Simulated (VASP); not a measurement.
Set up this calculation in VASP 6.6.1, as the native input.

- Task: single point
- Functional: LDA
- Potentials or basis: VASP PAW LDA potentials, release 64 (Si, N)
- Cutoff: 520 eV
- k mesh: 6 × 6 × 6
- Occupations: gaussian, width 0.15 eV
- Spin: no spin polarisation
- Dipole correction: no
- Further INCAR settings: ALGO = Normal; EDIFF = 1e-06; NBANDS = 28

The structure of Si8N (a cell with a defect) lies in POSCAR:

```
Si8N
1.0
    4.6579848274      2.6892887940      1.8598059153
   -4.6579848274      2.6892887940      1.8598059153
    0.0000000000     -5.3785775880      1.8598059153
Si N
8 1
Direct
    0.0230623328      0.7214165780      0.5253456073
    0.9769376672      0.2785834220      0.4746543927
    0.7155045384      0.7155045384      0.7155045384
    0.2785834220      0.4746543927      0.9769376672
    0.4746543927      0.9769376672      0.2785834220
    0.7214165780      0.5253456073      0.0230623328
    0.2844954616      0.2844954616      0.2844954616
    0.5253456073      0.0230623328      0.7214165780
    0.0214165780      0.1253456073     -1.0769376672
```

These files were run (other wordings do the same):

INCAR

```
SYSTEM = Si8N
PREC = Accurate
ENCUT = 520
EDIFF = 1E-6
ISMEAR = 0
SIGMA = 0.15
LREAL = .FALSE.
LASPH = .TRUE.
NELM = 120
ALGO = Normal
ISIF = 2
LWAVE = .FALSE.
LCHARG = .FALSE.
GGA = CA
NBANDS = 28
GGA_COMPAT = .FALSE.
```

KPOINTS

```
regular mesh
0
G
  6 6 6
  0 0 0
```

Potentials or basis: VASP PAW LDA potentials, release 64 (Si, N).

Launch:

```sh
$ cat potpaw_LDA.64/Si/POTCAR potpaw_LDA.64/N/POTCAR > POTCAR
$ mpirun -np 1 vasp_std > vasp.out
```

It gave:

- Pressure: 3.6 GPa
- Largest force: 1.935 eV/Å
- Band gap on the k mesh: zero (an odd number of electrons rules out a gap without spin polarisation)

Caveat: an odd number of electrons without spin polarisation forces a metal; a magnetic or distorted state may lie lower.

Wall time 9.8 min on 1 thread of Oxide Virtual Turin-like Processor, with other jobs on the host, peak memory 0.39 GiB.
